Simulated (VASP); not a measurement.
# SiC (F-43m) in VASP: a series of runs

Runs on SiC. Level: PBE. Tasks: single point.

Everything below comes from runs of VASP 6.6.1. Logs are shortened: lines on timing, memory, paths and dates and some standing lists are left out, and cuts for length are marked.

### 1 The cell of the first run

The structure is cubic, space group F-43m (No. 216). The conventional cell has a = 4.358 Å, b = 4.358 Å, c = 4.358 Å, α = 90.00°, β = 90.00°, γ = 90.00°. Si (site symmetry -43m) has 4 C at 1.89 Å within 2.5 Å. C (site symmetry -43m) has 4 Si at 1.89 Å within 2.5 Å.

### 2 Single point, PBE

File INCAR:

```
  PREC = Accurate
  ENCUT = 520
  EDIFF = 1E-6
  ISMEAR = 0
  SIGMA = 0.05
  LREAL = False
  LASPH = True
  NELM = 80
  ALGO = Normal
  ISIF = 2
  LWAVE = False
  LCHARG = False
  GGA = PE
  NBANDS = 11
```

File KPOINTS:

```
regular mesh
0
Gamma
  14 14 14
```

File POSCAR:

```
SiC
1.0
    0.0000000000      2.1790000000      2.1790000000
    2.1790000000      0.0000000000      2.1790000000
    2.1790000000      2.1790000000      0.0000000000
Si C
1 1
Direct
    0.0000000000      0.0000000000      0.0000000000
    0.2500000000      0.2500000000      0.2500000000
```

Potentials or basis: VASP PAW PBE potentials, release 64 (Si, C).

Launch:

```
$ cat potpaw_PBE.64/Si/POTCAR potpaw_PBE.64/C/POTCAR > POTCAR
$ mpirun -np 1 vasp_std > vasp.out
```

OUTCAR:

```text
PREC = Accurate
   ENCUT = 520
   EDIFF = 1E-6
   ISMEAR = 0
   LREAL = False
   LASPH = True
   NELM = 80
   ISIF = 2
   GGA = PE

 ion  position               nearest neighbor table
   1  0.000  0.000  0.000-   2 1.89   2 1.89   2 1.89   2 1.89
   2  0.250  0.250  0.250-   1 1.89   1 1.89   1 1.89   1 1.89

  LATTYP: Found a face centered cubic cell.
 ALAT       =     4.3580000000

  Lattice vectors:

 A1 = (   0.0000000000,   2.1790000000,   2.1790000000)
 A2 = (   2.1790000000,   0.0000000000,   2.1790000000)
 A3 = (   2.1790000000,   2.1790000000,   0.0000000000)

Analysis of symmetry for initial positions (statically):
=====================================================================
 Subroutine PRICEL returns:
 Original cell was already a primitive cell.

 Routine SETGRP: Setting up the symmetry group for a
 face centered cubic supercell.

 Subroutine GETGRP returns: Found 24 space group operations
 (whereof 24 operations were pure point group operations)
 out of a pool of 48 trial point group operations.

The static configuration has the point symmetry T_d .

Analysis of symmetry for dynamics (positions and initial velocities):
=====================================================================
 Subroutine PRICEL returns:
 Original cell was already a primitive cell.

 Routine SETGRP: Setting up the symmetry group for a
 face centered cubic supercell.

 Subroutine GETGRP returns: Found 24 space group operations
 (whereof 24 operations were pure point group operations)
 out of a pool of 48 trial point group operations.

The dynamic configuration has the point symmetry T_d .

 Subroutine INISYM returns: Found 24 space group operations
 (whereof 24 operations are pure point group operations),
 and found     1 'primitive' translations

----------------------------------------------------------------------------------------

                                     Primitive cell

  volume of cell :      20.6920

  direct lattice vectors                    reciprocal lattice vectors
     0.000000000  2.179000000  2.179000000    -0.229463056  0.229463056  0.229463056
     2.179000000  0.000000000  2.179000000     0.229463056 -0.229463056  0.229463056
     2.179000000  2.179000000  0.000000000     0.229463056  0.229463056 -0.229463056

  length of vectors
     3.081571352  3.081571352  3.081571352     0.397441672  0.397441672  0.397441672

  position of ions in fractional coordinates (direct lattice)
     0.000000000  0.000000000  0.000000000
     0.250000000  0.250000000  0.250000000

  ion indices of the primitive-cell ions
   primitive index   ion index
                 1           1
                 2           2

----------------------------------------------------------------------------------------

 KPOINTS: regular mesh

Automatic generation of k-mesh.
 Grid dimensions read from file:
 generate k-points for:   14   14   14

 Generating k-lattice:

  Cartesian coordinates                     Fractional coordinates (reciprocal lattice)
    -0.016390218  0.016390218  0.016390218     0.071428571  0.000000000  0.000000000
     0.016390218 -0.016390218  0.016390218     0.000000000  0.071428571  0.000000000
     0.016390218  0.016390218 -0.016390218     0.000000000  0.000000000  0.071428571

  Length of vectors
     0.028388691  0.028388691  0.028388691

  Shift w.r.t. Gamma in fractional coordinates (k-lattice)
     0.000000000  0.000000000  0.000000000

 Subroutine IBZKPT returns following result:
 ===========================================

 Found    104 irreducible k-points:

 Following reciprocal coordinates:
            Coordinates               Weight
  0.000000  0.000000  0.000000      1.000000
  0.071429  0.000000  0.000000      8.000000
  0.142857  0.000000  0.000000      8.000000
  0.214286  0.000000  0.000000      8.000000
  0.285714  0.000000  0.000000      8.000000
  0.357143  0.000000  0.000000      8.000000
[... 16 lines left out ...]
  0.214286  0.142857  0.000000     24.000000
  0.285714  0.142857  0.000000     24.000000
 [... further k-points ...]
   k-points           NKPTS =    104   k-points in BZ     NKDIM =    104   number of bands    NBANDS=     11
   number of dos      NEDOS =    301   number of ions     NIONS =      2
   total plane-waves  NPLWV =  13824
   dimension x,y,z NGX =    24 NGY =   24 NGZ =   24
   dimension x,y,z NGXF=    48 NGYF=   48 NGZF=   48
   ions per type =               1   1
   NGX,Y,Z   is equivalent  to a cutoff of  12.95, 12.95, 12.95 a.u.
   NGXF,Y,Z  is equivalent  to a cutoff of  25.90, 25.90, 25.90 a.u.
 SYSTEM =  unknown system
   PREC   = accura    normal or accurate (medium, high low for compatibility)
   ISTART =      0    job   : 0-new  1-cont  2-samecut
   ICHARG =      2    charge: 1-file 2-atom 10-const
   ISPIN  =      1    spin polarized calculation?
   LNONCOLLINEAR =      F non collinear calculations
   LSORBIT =      F    spin-orbit coupling
   LASPH  =      T    aspherical Exc in radial PAW
   ENCUT  =  520.0 eV  38.22 Ry    6.18 a.u.   5.73  5.73  5.73*2*pi/ulx,y,z
   NELM   =     80;   NELMIN=  2; NELMDL= -5     # of ELM steps
   EDIFF  = 0.1E-05   stopping-criterion for ELM
   LREAL  =      F    real-space projection
   EDIFFG = 0.1E-04   stopping-criterion for IOM
   NSW    =      0    number of steps for IOM
   IBRION =     -1    ionic relax: 0-MD 1-quasi-New 2-CG
   NFREE  =      0    steps in history (QN), initial steepest desc. (CG)
   ISIF   =      2    stress and relaxation
   ISYM   =      2    0-nonsym 1-usesym 2-fastsym
   POTIM  = 0.5000    time-step for ionic-motion
   TEBEG  =    0.0;   TEEND  =   0.0 temperature during run
   PSTRESS=    0.0 pullay stress
   NELECT =       8.0000    total number of electrons
   NUPDOWN=      -1.0000    fix difference up-down
   EMIN   =  10.00;   EMAX   =-10.00  energy-range for DOS
   EFERMI =   0.00;   METHOD = LEGACY
   ISMEAR =     0;   SIGMA  =   0.05  broadening in eV -4-tet -1-fermi 0-gaus
   EFERMI_NEDOS =   21; number of points for ismear=-14 and -15
   IALGO  =     38    algorithm
   IMIX   =      4    mixing-type and parameters
     AMIX     =   0.40;   BMIX     =  1.00
     AMIX_MAG =   1.60;   BMIX_MAG =  1.00
  volume/ion in A,a.u.               =      10.35        69.82
  Fermi-wavevector in a.u.,A,eV,Ry     =   1.192626  2.253736 19.352338  1.422357
  Thomas-Fermi vector in A             =   2.328660
   LORBIT       =      0    0 simple, 1 ext, 2 COOP (PROOUT), +10 PAW based schemes
   GGA     = PE    functional components
   LHFCALC =     F    Hartree Fock is set to
   AEXX    =    0.0000 exact exchange contribution
   IVDW    =     0    specifies the selected vdW correction
   LEPSILON=     F    determine dielectric tensor
   LRPA    =     F    only Hartree local field effects (RPA)
 non-spin polarized calculation
 Gauss-broadening in eV      SIGMA  =   0.05
  energy-cutoff  :      520.00
  volume of cell :       20.69
 maximum number of plane-waves:       568
   NGX = 11   NGY = 11   NGZ = 11

 number of electron       8.0000001 magnetization

 Free energy of the ion-electron system (eV)
  ---------------------------------------------------
  ext. energy  EPLUGINS =         0.00000000
  ---------------------------------------------------
  free energy    TOTEN  =       -15.05786122 eV

  energy without entropy =      -15.05786122  energy(sigma->0) =      -15.05786122

 E-fermi :   8.3512     XC(G=0): -11.3563

 val. band max:        8.1068014786   @ k =   0.0000   0.0000   0.0000
 cond. band min:       9.4637666119   @ k =   0.5000   0.5000   0.0000
 fundamental gap:      1.3569651333
 Fermi energy:         8.3511686051

 k-point     1 :       0.0000    0.0000    0.0000
  band No.  band energies     occupation
      1      -7.2964      2.00000
      2       8.1068      2.00000
      3       8.1068      2.00000
      4       8.1068      2.00000
      5      14.3407      0.00000
      6      15.4143      0.00000
      7      15.4143      0.00000
      8      15.4143      0.00000
      9      22.6135      0.00000
     10      22.6135      0.00000
     11      24.5873      0.00000

 k-point     2 :       0.0714    0.0000    0.0000
  band No.  band energies     occupation
      1      -7.1966      2.00000
      2       7.5600      2.00000
      3       8.0362      2.00000
      4       8.0362      2.00000
      5      14.5474      0.00000
      6      15.5067      0.00000
      7      15.5466      0.00000
      8      15.5466      0.00000
      9      22.0179      0.00000
     10      22.0179      0.00000
     11      24.5768      0.00000

 k-point     3 :       0.1429    0.0000    0.0000
  band No.  band energies     occupation
      1      -6.8992      2.00000
      2       6.2548      2.00000
      3       7.8527      2.00000
      4       7.8527      2.00000
      5      14.5341      0.00000
      6      15.8421      0.00000
      7      15.8421      0.00000
      8      16.1542      0.00000
      9      21.2348      0.00000
     10      21.2348      0.00000
     11      23.9958      0.00000

 k-point     4 :       0.2143    0.0000    0.0000
  band No.  band energies     occupation
      1      -6.4116      2.00000
      2       4.6482      2.00000
      3       7.6185      2.00000
      4       7.6185      2.00000
      5      14.2497      0.00000
      6      16.0329      0.00000
      7      16.0329      0.00000
      8      17.0655      0.00000
      9      21.0248      0.00000
     10      21.0248      0.00000
     11      23.4081      0.00000

 k-point     5 :       0.2857    0.0000    0.0000
  band No.  band energies     occupation
      1      -5.7503      2.00000
      2       2.9911      2.00000
      3       7.3913      2.00000
      4       7.3913      2.00000
      5      13.9547      0.00000
      6      15.9278      0.00000
      7      15.9278      0.00000
      8      17.7673      0.00000
      9      21.6197      0.00000
     10      21.6197      0.00000
     11      23.2147      0.00000
[... 211 lines left out ...]
 k-point    21 :      -0.0714    0.0714    0.0000
  band No.  band energies     occupation
      1      -7.0309      2.00000
      2       6.9650      2.00000
      3       7.5806      2.00000
      4       8.0748      2.00000
      5      14.7979      0.00000
      6      15.3540      0.00000
      7      15.5778      0.00000
      8      16.1989      0.00000
      9      20.9300      0.00000
     10      21.9138      0.00000
     11      25.0864      0.00000

 k-point    22 :       0.1429    0.1429    0.0000
  band No.  band energies     occupation
      1      -6.7666      2.00000
      2       6.7112      2.00000
      3       7.2381      2.00000
      4       7.2381      2.00000
      5      14.0300      0.00000
      6      15.4339      0.00000
      7      16.7497      0.00000
      8      16.7497      0.00000
      9      19.2339      0.00000
     10      23.2121      0.00000
     11      26.4485      0.00000

 k-point    23 :       0.2143    0.1429    0.0000
  band No.  band energies     occupation
      1      -6.4076      2.00000
      2       5.6194      2.00000
      3       6.9041      2.00000
      4       7.0706      2.00000
      5      13.6608      0.00000
      6      15.5154      0.00000
      7      17.0470      0.00000
      8      17.2606      0.00000
      9      19.2203      0.00000
     10      23.2343      0.00000
     11      26.0070      0.00000

 k-point    24 :       0.2857    0.1429    0.0000
  band No.  band energies     occupation
      1      -5.8649      2.00000
      2       4.1570      2.00000
      3       6.6398      2.00000
      4       6.8013      2.00000
      5      13.4811      0.00000
      6      15.7557      0.00000
      7      16.8418      0.00000
      8      17.4599      0.00000
      9      20.1030      0.00000
     10      23.4625      0.00000
     11      25.4644      0.00000

 [... further k-points ...]
[... 5 lines left out ...]
  --------------------------------------------------------------------------------------
  -------------------------------------------------------------------------------------
  Total        0.4148320      0.4148320      0.4148320     -0.0000000     -0.0000000      0.0000000
  in kB       32.1204171     32.1204171     32.1204171     -0.0000000     -0.0000000      0.0000000
  external PRESSURE =      32.1204171 kB  Pullay stress =       0.0000000 kB

 VOLUME and BASIS-vectors are now :
 -----------------------------------------------------------------------------
  energy-cutoff  :      520.00
  volume of cell :       20.69
      direct lattice vectors                 reciprocal lattice vectors
     0.000000000  2.179000000  2.179000000    -0.229463056  0.229463056  0.229463056
     2.179000000  0.000000000  2.179000000     0.229463056 -0.229463056  0.229463056
     2.179000000  2.179000000  0.000000000     0.229463056  0.229463056 -0.229463056

 POSITION                                       TOTAL-FORCE (eV/Angst)
 -----------------------------------------------------------------------------------
      0.00000      0.00000      0.00000        -0.000000     -0.000000     -0.000000
      1.08950      1.08950      1.08950         0.000000      0.000000      0.000000
 -----------------------------------------------------------------------------------
    total drift:                                0.000000      0.000000      0.000000

  FREE ENERGIE OF THE ION-ELECTRON SYSTEM (eV)
  ---------------------------------------------------
  free  energy   TOTEN  =       -15.0578612211 eV

  energy  without entropy=      -15.0578612211  energy(sigma->0) =      -15.05786122
```

Wall time 10 s (1 thread of AMD EPYC 9R45 (Zen 5), shared host); peak memory 0.12 GiB.

What came out:

```
Free energy            : -15.0579 eV
Pressure               : 3.2 GPa
Band gap on the k mesh : 1.36 eV (least direct gap 4.54 eV)
```

Caveat: the cell stands under pressure. A k mesh can miss the band edges.

### 3 Single point, PBE

This run uses another cell than the first one, of 10.97 Å³/atom.

File INCAR:

```
SYSTEM = SiC
ALGO = Normal ; EDIFF = 1E-6
ENCUT = 520 ; GGA = PE
ISIF = 2 ; ISMEAR = 0
LASPH = .TRUE. ; LCHARG = .TRUE.
LELF = .TRUE. ; LREAL = .FALSE.
LVHAR = .TRUE. ; LWAVE = .FALSE.
NBANDS = 11 ; NELM = 60
PREC = Accurate ; SIGMA = 0.05
```

File KPOINTS:

```
k-points
0
G
  14 14 14
  0 0 0
```

File POSCAR:

```
SiC
1.0
    0.0000000000      2.2217363401      2.2217363401
    2.2217363401      0.0000000000      2.2217363401
    2.2217363401      2.2217363401      0.0000000000
Si C
1 1
Direct
    0.0000000000      0.0000000000      0.0000000000
    0.2500000000      0.2500000000      0.2500000000
```

Potentials or basis: VASP PAW PBE potentials, release 64 (Si, C).

Launch:

```
$ cat potpaw_PBE.64/Si/POTCAR potpaw_PBE.64/C/POTCAR > POTCAR
$ mpirun -np 1 vasp_std > vasp.out
```

OUTCAR:

```text
SYSTEM = SiC
   EDIFF = 1E-6
   ENCUT = 520
   GGA = PE
   ISIF = 2
   ISMEAR = 0
   LASPH = .TRUE.
   LREAL = .FALSE.
   NELM = 60
   PREC = Accurate

 ion  position               nearest neighbor table
   1  0.000  0.000  0.000-   2 1.92   2 1.92   2 1.92   2 1.92
   2  0.250  0.250  0.250-   1 1.92   1 1.92   1 1.92   1 1.92

  LATTYP: Found a face centered cubic cell.
 ALAT       =     4.4434726802

  Lattice vectors:

 A1 = (   0.0000000000,   2.2217363401,   2.2217363401)
 A2 = (   2.2217363401,   0.0000000000,   2.2217363401)
 A3 = (   2.2217363401,   2.2217363401,   0.0000000000)
[... 512 lines left out ...]
      7      15.8396      0.00000
      8      16.3835      0.00000
      9      18.9885      0.00000
     10      22.4215      0.00000
     11      24.2795      0.00000

 [... further k-points ...]
[... 5 lines left out ...]
  --------------------------------------------------------------------------------------
  -------------------------------------------------------------------------------------
  Total       -1.1627213     -1.1627213     -1.1627213     -0.0000000      0.0000000     -0.0000000
  in kB      -84.9334279    -84.9334279    -84.9334279     -0.0000000      0.0000000     -0.0000000
  external PRESSURE =     -84.9334279 kB  Pullay stress =       0.0000000 kB

 VOLUME and BASIS-vectors are now :
 -----------------------------------------------------------------------------
  energy-cutoff  :      520.00
  volume of cell :       21.93
      direct lattice vectors                 reciprocal lattice vectors
     0.000000000  2.221736340  2.221736340    -0.225049206  0.225049206  0.225049206
     2.221736340  0.000000000  2.221736340     0.225049206 -0.225049206  0.225049206
     2.221736340  2.221736340  0.000000000     0.225049206  0.225049206 -0.225049206

 POSITION                                       TOTAL-FORCE (eV/Angst)
 -----------------------------------------------------------------------------------
      0.00000      0.00000      0.00000         0.000000     -0.000000      0.000000
      1.11087      1.11087      1.11087        -0.000000      0.000000     -0.000000
 -----------------------------------------------------------------------------------
    total drift:                                0.000000      0.000000      0.000000

  FREE ENERGIE OF THE ION-ELECTRON SYSTEM (eV)
  ---------------------------------------------------
  free  energy   TOTEN  =       -15.0355335412 eV

  energy  without entropy=      -15.0355335412  energy(sigma->0) =      -15.03553354
```

stdout:

```text
POSCAR found type information on POSCAR SiC
 POSCAR found :  2 types and       2 ions
 scaLAPACK will be used
 LDA part: xc-table for (Slater+PW92), standard interpolation
 POSCAR, INCAR and KPOINTS ok, starting setup
 FFT: planning ... GRIDC
 FFT: planning ... GRID_SOFT
 FFT: planning ... GRID
 WAVECAR not read
 entering main loop
```

It took 11 s on 1 thread of AMD EPYC 9R45 (Zen 5), shared host; peak memory 0.12 GiB.

What came out:

* Free energy: -15.0355 eV
* Pressure: -8.5 GPa
* Band gap on the k mesh: 1.41 eV (least direct gap 4.48 eV)

Caveat: the cell stands under tension. A k mesh can miss the band edges.
